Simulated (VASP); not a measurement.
# Pt (Fm-3m) in VASP: single point with PBE

Aim: the single point of Pt with PBE.

All numbers are computed with VASP 6.6.1; they aren't measurements. Logs are shortened: lines on timing, memory, paths and dates and some standing lists are left out, and cuts for length are marked.

## Step 1: The cell of the first run

It takes space group Fm-3m (No. 225, cubic). Conventional cell: a = 3.971 Å, b = 3.971 Å, c = 3.971 Å, α = 90.00°, β = 90.00°, γ = 90.00°. Pt (site symmetry m-3m) has 12 Pt at 2.81 Å within 3.7 Å.

## Step 2: Single point, PBE

File INCAR:

```
SYSTEM = Pt
PREC = Accurate
ENCUT = 520
EDIFF = 1E-7
ISMEAR = -1
SIGMA = 0.08
LREAL = .False.
LASPH = .True.
NELM = 100
ALGO = Normal
ISIF = 2
LWAVE = .False.
LCHARG = .True.
GGA = PE
LELF = .True.
LVHAR = .True.
NBANDS = 22
```

File KPOINTS:

```
Automatic mesh
0
Gamma
  13 13 5
  0 0 0
```

File POSCAR:

```
Pt
1.0
    0.0000000000      1.9855579642     -1.9855579642
   -1.9855579642      0.0000000000      1.9855579642
    3.9711159283      3.9711159283      3.9711159283
Pt
3
Direct
    0.0000000000      0.0000000000      0.0000000000
    0.3333333330      0.6666666670      0.3333333330
    0.6666666670      0.3333333330      0.6666666670
```

Potentials or basis: VASP PAW PBE potentials, release 64 (Pt).

Launch:

```bash
cat potpaw_PBE.64/Pt/POTCAR > POTCAR
mpirun -np 1 vasp_std > vasp.out
```

OUTCAR:

```text
SYSTEM = Pt
   PREC = Accurate
   ENCUT = 520
   EDIFF = 1E-7
   ISMEAR = -1
   LREAL = .False.
   LASPH = .True.
   NELM = 100
   ISIF = 2
   GGA = PE

 ion  position               nearest neighbor table
   1  0.000  0.000  0.000-   2 2.81   3 2.81   3 2.81   2 2.81   3 2.81   2 2.81
   2  0.333  0.667  0.333-   1 2.81   1 2.81   1 2.81   3 2.81   3 2.81   3 2.81
   3  0.667  0.333  0.667-   1 2.81   1 2.81   1 2.81   2 2.81   2 2.81   2 2.81

  LATTYP: Found a hexagonal cell.
 ALAT       =     2.8080030018
 C/A-ratio  =     2.4494897427

  Lattice vectors:

 A1 = (   0.0000000000,   1.9855579642,  -1.9855579642)
 A2 = (  -1.9855579642,   0.0000000000,   1.9855579642)
 A3 = (   3.9711159283,   3.9711159283,   3.9711159283)

Analysis of symmetry for initial positions (statically):
=====================================================================
 Subroutine PRICEL returns following result:

  LATTYP: Found a face centered cubic cell.
 ALAT       =     3.9711159244

  Lattice vectors:

 A1 = (   1.9855579622,   1.9855579622,  -0.0000000000)
 A2 = (  -0.0000000020,   1.9855579622,   1.9855579642)
 A3 = (   1.9855579681,   0.0000000039,   1.9855579642)

   3 primitive cells build up your supercell.

 Routine SETGRP: Setting up the symmetry group for a
 hexagonal supercell.

 Subroutine GETGRP returns: Found 12 space group operations
 (whereof 12 operations were pure point group operations)
 out of a pool of 24 trial point group operations.

The static configuration has the point symmetry D_3d.

Analysis of symmetry for dynamics (positions and initial velocities):
=====================================================================
 Subroutine PRICEL returns following result:

  LATTYP: Found a face centered cubic cell.
 ALAT       =     3.9711159244

  Lattice vectors:

 A1 = (   1.9855579622,   1.9855579622,  -0.0000000000)
 A2 = (  -0.0000000020,   1.9855579622,   1.9855579642)
 A3 = (   1.9855579681,   0.0000000039,   1.9855579642)

   3 primitive cells build up your supercell.

 Routine SETGRP: Setting up the symmetry group for a
 hexagonal supercell.

 Subroutine GETGRP returns: Found 12 space group operations
[... 87 lines left out ...]
   dimension x,y,z NGXF=    48 NGYF=   48 NGZF=  108
   ions per type =               3
   NGX,Y,Z   is equivalent  to a cutoff of  14.21, 14.21, 13.05 a.u.
   NGXF,Y,Z  is equivalent  to a cutoff of  28.42, 28.42, 26.10 a.u.
 SYSTEM =  Pt
   PREC   = accura    normal or accurate (medium, high low for compatibility)
   ISTART =      0    job   : 0-new  1-cont  2-samecut
   ICHARG =      2    charge: 1-file 2-atom 10-const
   ISPIN  =      1    spin polarized calculation?
   LNONCOLLINEAR =      F non collinear calculations
   LSORBIT =      F    spin-orbit coupling
   LASPH  =      T    aspherical Exc in radial PAW
   ENCUT  =  520.0 eV  38.22 Ry    6.18 a.u.   5.22  5.22 12.79*2*pi/ulx,y,z
   NELM   =    100;   NELMIN=  2; NELMDL= -5     # of ELM steps
   EDIFF  = 0.1E-06   stopping-criterion for ELM
   LREAL  =      F    real-space projection
   EDIFFG = 0.1E-05   stopping-criterion for IOM
   NSW    =      0    number of steps for IOM
   IBRION =     -1    ionic relax: 0-MD 1-quasi-New 2-CG
   NFREE  =      0    steps in history (QN), initial steepest desc. (CG)
   ISIF   =      2    stress and relaxation
   ISYM   =      2    0-nonsym 1-usesym 2-fastsym
   POTIM  = 0.5000    time-step for ionic-motion
   TEBEG  =    0.0;   TEEND  =   0.0 temperature during run
   PSTRESS=    0.0 pullay stress
   NELECT =      30.0000    total number of electrons
   NUPDOWN=      -1.0000    fix difference up-down
   EMIN   =  10.00;   EMAX   =-10.00  energy-range for DOS
   EFERMI =   0.00;   METHOD = LEGACY
   ISMEAR =    -1;   SIGMA  =   0.08  broadening in eV -4-tet -1-fermi 0-gaus
   EFERMI_NEDOS =   21; number of points for ismear=-14 and -15
   IALGO  =     38    algorithm
   IMIX   =      4    mixing-type and parameters
     AMIX     =   0.40;   BMIX     =  1.00
     AMIX_MAG =   1.60;   BMIX_MAG =  1.00
  volume/ion in A,a.u.               =      15.66       105.65
  Fermi-wavevector in a.u.,A,eV,Ry     =   1.409880  2.664288 27.045153  1.987763
  Thomas-Fermi vector in A             =   2.531891
   LORBIT       =      0    0 simple, 1 ext, 2 COOP (PROOUT), +10 PAW based schemes
   GGA     = PE    functional components
   LHFCALC =     F    Hartree Fock is set to
   AEXX    =    0.0000 exact exchange contribution
   IVDW    =     0    specifies the selected vdW correction
   LEPSILON=     F    determine dielectric tensor
   LRPA    =     F    only Hartree local field effects (RPA)
 non-spin polarized calculation
  energy-cutoff  :      520.00
  volume of cell :       46.97
 maximum number of plane-waves:      1285
 NGX is ok and might be reduce to    24
   NGX = 11   NGY = 11   NGZ = 25

 number of electron      29.9999998 magnetization

 Free energy of the ion-electron system (eV)
  ---------------------------------------------------
  ext. energy  EPLUGINS =         0.00000000
  ---------------------------------------------------
  free energy    TOTEN  =       -18.34658988 eV

  energy without entropy =      -18.22433418  energy(sigma->0) =      -18.28546203

 E-fermi :  10.5544     XC(G=0): -13.2674

 val. band max:       10.5533650485   @ k =   0.3077   0.2308   0.2000
 cond. band min:      10.5548766048   @ k =   0.3077   0.2308   0.4000
 fundamental gap:      0.0015115562
 Fermi energy:        10.5543559147

 k-point     1 :       0.0000    0.0000    0.0000
  band No.  band energies     occupation
      1       0.7579      2.00000
      2       3.4260      2.00000
      3       3.4260      2.00000
      4       6.9923      2.00000
      5       6.9929      2.00000
      6       6.9929      2.00000
[... 589 lines left out ...]
     21      25.5381      0.00000
     22      25.8466      0.00000

 [... further k-points ...]
[... 5 lines left out ...]
  --------------------------------------------------------------------------------------
  -------------------------------------------------------------------------------------
  Total       -0.1396353     -0.1396353     -0.1396353     -0.0361973     -0.0361973     -0.0361973
  in kB       -4.7632867     -4.7632867     -4.7632867     -1.2347747     -1.2347747     -1.2347747
  external PRESSURE =      -4.7632867 kB  Pullay stress =       0.0000000 kB

 VOLUME and BASIS-vectors are now :
 -----------------------------------------------------------------------------
  energy-cutoff  :      520.00
  volume of cell :       46.97
      direct lattice vectors                 reciprocal lattice vectors
     0.000000000  1.985557964 -1.985557964    -0.167878923  0.335757847 -0.167878923
    -1.985557964  0.000000000  1.985557964    -0.335757847  0.167878923  0.167878923
     3.971115928  3.971115928  3.971115928     0.083939462  0.083939462  0.083939462

 POSITION                                       TOTAL-FORCE (eV/Angst)
 -----------------------------------------------------------------------------------
      0.00000      0.00000      0.00000        -0.000000     -0.000000     -0.000000
     -0.00000      1.98556      1.98556        -0.000000     -0.000000      0.000000
      1.98556      3.97112      1.98556         0.000000      0.000000     -0.000000
 -----------------------------------------------------------------------------------
    total drift:                               -0.000000     -0.000000     -0.000000

  FREE ENERGIE OF THE ION-ELECTRON SYSTEM (eV)
  ---------------------------------------------------
  free  energy   TOTEN  =       -18.3465898766 eV

  energy  without entropy=      -18.2243341836  energy(sigma->0) =      -18.28546203
```

stdout:

```text
POSCAR found type information on POSCAR Pt
 POSCAR found :  1 types and       3 ions
 scaLAPACK will be used
 LDA part: xc-table for (Slater+PW92), standard interpolation
 POSCAR, INCAR and KPOINTS ok, starting setup
 FFT: planning ... GRIDC
 FFT: planning ... GRID_SOFT
 FFT: planning ... GRID
 WAVECAR not read
 entering main loop
```

Wall time 2.9 min (1 thread of AMD EPYC 7R13, shared host); peak memory 0.2 GiB.

Results:

```
Free energy            : -18.3466 eV
Pressure               : -0.5 GPa
Band gap on the k mesh : zero (band 15 reaches 10.96 eV, above the bottom of band 16 at 9.29 eV)
```

Levels at points of the mesh, in eV from the Fermi level:
| k point | band 11 | band 12 | band 13 | band 14 | band 15 | band 16 | band 17 | band 18 | band 19 | band 20 |
| --- | --- | --- | --- | --- | --- | --- | --- | --- | --- | --- |
| (0.00, 0.00, 0.00) | -3.07 | -3.07 | -1.54 | -1.54 | -0.78 | -0.78 | -0.78 | -0.78 | 10.05 | 10.05 |

Caveat: spin-orbit coupling is left out, which moves the levels of the heavy elements.
